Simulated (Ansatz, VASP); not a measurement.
## Si in VASP and in Ansatz

```
Si
1.0
    -2.40694    2.40694    1.28939
     2.40694   -2.40694    1.28939
     2.40694    2.40694   -1.28939
Si
2
Cartesian
  2.4069 0.0000 0.6447
  0.0000 0.0000 1.2894
```

Change from the starting cell: strain +0.015 along x and y, -0.030 along z, atoms carried along.

Alike in both runs: task single point; functional r2SCAN; k mesh 20 × 20 × 20; occupations gaussian, width 0.15 eV; no spin polarisation.

|  | VASP | Ansatz |
| --- | --- | --- |
| version | VASP 6.6.1 | Ansatz 0.2.0 |
| potentials or method | VASP PAW PBE potentials, release 64 (Si), cutoff 520 eV | scalar-relativistic, plane waves, PAW |
| valence electrons in the cell | 8 | 8 |

```csv
,VASP,Ansatz,Ansatz less VASP
gap on the k mesh at the Fermi level (eV),none,none,-
pressure (GPa),2.0,2.2,+0.11
"traceless stress, the component that is largest in VASP (GPa)",2.10,2.04,-0.058
```

VASP's potentials were made for PBE, not for r2SCAN. A gap of «none» marks a metal or a gap that the smearing closes.
